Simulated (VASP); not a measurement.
Write the native input for VASP 6.6.1 that does the following.

| Property | Result |
| --- | --- |
| Task | single point |
| Functional | r2SCAN |
| Potentials or basis | VASP PAW PBE potentials, release 64 (Au) |
| Cutoff | 520 eV |
| k mesh | 6 × 6 × 6 |
| Occupations | fermi-dirac, width 0.1 eV |
| Spin | no spin polarisation |
| Dipole correction | no |
| Further INCAR settings | ALGO = Normal; EDIFF = 1e-07; NBANDS = 12 |

The system is Au.

```xyz
1
Lattice="0.0000 2.0615 2.0615 2.0615 0.0000 2.0615 2.0615 2.0615 0.0000" Properties=species:S:1:pos:R:3 pbc="T T T"
Au    0.0000    0.0000    0.0000
```

These files were run (other wordings do the same):

POSCAR

```
Au
1.0
    0.0000000000      2.0615246536      2.0615246536
    2.0615246536      0.0000000000      2.0615246536
    2.0615246536      2.0615246536      0.0000000000
Au
1
Direct
    0.0000000000      0.0000000000      0.0000000000
```

INCAR.step1

```
SYSTEM = Au
ALGO = Normal
EDIFF = 1E-4
ENCUT = 520
GGA = PE
ISMEAR = -1
LASPH = .TRUE.
LCHARG = .FALSE.
LREAL = .FALSE.
LWAVE = .TRUE.
NBANDS = 12
NELM = 100
PREC = Accurate
SIGMA = 0.1
```

INCAR.step2

```
SYSTEM = Au
ALGO = Normal
EDIFF = 1E-7
ENCUT = 520
ISIF = 2
ISMEAR = -1
ISTART = 1
LASPH = .TRUE.
LCHARG = .TRUE.
LELF = .TRUE.
LMIXTAU = .TRUE.
LREAL = .FALSE.
LVHAR = .TRUE.
LWAVE = .FALSE.
METAGGA = R2SCAN
NBANDS = 12
NELM = 100
PREC = Accurate
SIGMA = 0.1
```

KPOINTS

```
k-points
0
G
  6 6 6
  0 0 0
```

Potentials or basis: VASP PAW PBE potentials, release 64 (Au).

Launch:

```sh
$ cat potpaw_PBE.64/Au/POTCAR > POTCAR
$ cp INCAR.step1 INCAR
$ mpirun -np 1 vasp_std > vasp.out
$ cp INCAR.step2 INCAR
$ mpirun -np 1 vasp_std > vasp.out
```

Results of the run:

```yaml
Pressure: 1.5 GPa
```

Caveat: the k points lie up to 0.44 Å⁻¹ apart; the PAW data sets were made with another functional, which shifts forces and pressure a little.

Wall time 11 s on 1 thread of Intel(R) Xeon(R) 6975P-C (Granite Rapids), with other jobs on the host, peak memory 0.14 GiB.
